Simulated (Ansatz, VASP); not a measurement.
# SiC: VASP beside Ansatz

INCAR

```
SYSTEM = SiC
  PREC = Accurate
  ENCUT = 520
  EDIFF = 1E-6
  ISMEAR = -1
  SIGMA = 0.08
  LREAL = .FALSE.
  LASPH = .TRUE.
  NELM = 80
  ALGO = Normal
  ISIF = 2
  LWAVE = .FALSE.
  LCHARG = .TRUE.
  GGA = PE
  LELF = .TRUE.
  LVHAR = .TRUE.
  NBANDS = 16
```

The input KPOINTS:

```
Automatic mesh
0
G
  12 12 7
  0 0 0
```

Contents of POSCAR:

```
SiC
1.0
    2.8713341384      0.0000000000      0.0000000000
   -1.4356670692      2.4866483066      0.0000000000
    0.0000000000      0.0000000000      4.7610888572
Si C
2 2
Direct
    0.0000000000      0.0000000000      0.0000000000
    0.0000000000      0.0000000000      0.5000000000
    0.3333333333      0.6666666667      0.2500000000
    0.6666666667      0.3333333333      0.7500000000
```

Input for Ansatz:

```yaml
crystal:
  lattice:
    - [2.8713341384, 0.0, 0.0]
    - [-1.4356670692, 2.4866483066, 0.0]
    - [0.0, 0.0, 4.7610888572]
  atoms:
    - { symbol: Si, position: [0.0, 0.0, 0.0] }
    - { symbol: Si, position: [0.0, 0.0, 0.5] }
    - { symbol: C, position: [0.3333333333, 0.6666666667, 0.25] }
    - { symbol: C, position: [0.6666666667, 0.3333333333, 0.75] }
kpoints:
  mp_grid: { grid: [12, 12, 7] }
scf:
  occupations: { method: fermi_dirac, width: 0.08 }
hamiltonian:
  xc: pbe
  pseudopotentials: { kind: all_electron, lapw: { basis_error: 0.0005 } }
output:
  forces: true
  stress: true
  eigenvalues: true
  populations: true
```

Alike in both runs: task single point; functional PBE; k mesh 12 × 12 × 7; occupations fermi-dirac, width 0.08 eV; no spin polarisation.

|  | VASP | Ansatz |
| --- | --- | --- |
| version | VASP 6.6.1 | Ansatz 0.2.0 |
| potentials or method | VASP PAW PBE potentials, release 64 (Si, C), cutoff 520 eV | all-electron LAPW, scalar-relativistic |

|  | VASP | Ansatz | Ansatz less VASP |
| --- | --- | --- | --- |
| pressure (GPa) | -0.1 | 0.0 | +0.13 |
| traceless stress, the component that is largest in VASP (GPa) | -0.18 | 0.02 | +0.196 |

Ansatz ran all-electron here, and VASP with PAW potentials.
